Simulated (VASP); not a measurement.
**Te: single point with PBE**

Crystal: Te.

```
Te
1.0
     4.08290    0.00000    0.00000
    -2.04145    3.53590    0.00000
     0.00000    0.00000    5.98011
Te
3
Direct
  0.69759 0.00000 0.33333
  0.00000 0.69759 0.66667
  0.30241 0.30241 0.00000
```

```
Program                : VASP 6.6.1
Task                   : single point
Functional             : PBE
Potentials or basis    : VASP PAW PBE potentials, release 64 (Te)
Cutoff                 : 520 eV
k mesh                 : 12 × 12 × 8
Occupations            : gaussian, width 0.1 eV
Spin                   : no spin polarisation
Dipole correction      : no
Further INCAR settings : ALGO = Fast; EDIFF = 1e-06; NBANDS = 16
```

| Property | Result |
| --- | --- |
| Pressure | 8.0 GPa |
| Largest force | 0.010 eV/Å |
| Band gap on the k mesh | zero (bands 9 and 10 overlap by 0.17 eV) |

Forces in eV/Å, atoms in the order of the input:
```
Te  -0.010  0.000  0.000
Te   0.005 -0.009  0.000
Te   0.005  0.009  0.000
```

Levels at points of the mesh, in eV from the Fermi level:
| k point | band 5 | band 6 | band 7 | band 8 | band 9 | band 10 | band 11 | band 12 | band 13 | band 14 |
| --- | --- | --- | --- | --- | --- | --- | --- | --- | --- | --- |
| (0.00, 0.00, 0.00) | -2.22 | -2.22 | -1.72 | -1.72 | -1.35 | 1.28 | 1.28 | 2.20 | 4.70 | 4.70 |
| (0.50, 0.00, 0.00) | -5.09 | -4.73 | -4.17 | -0.51 | -0.46 | 0.44 | 0.48 | 1.98 | 4.06 | 8.50 |
| (0.00, 0.00, 0.50) | -2.52 | -2.52 | -0.92 | -0.47 | -0.47 | 0.17 | 0.62 | 0.62 | 3.35 | 5.10 |
| (0.50, 0.00, 0.50) | -3.70 | -3.66 | -3.06 | -2.90 | -0.49 | -0.11 | 2.39 | 3.06 | 3.92 | 4.13 |

Run time: 2 min on 1 thread of Oxide Virtual Turin-like Processor (shared host), peak memory 0.26 GiB.

Caveat: the cell stands under pressure; spin-orbit coupling is left out, which moves the levels of the heavy elements.
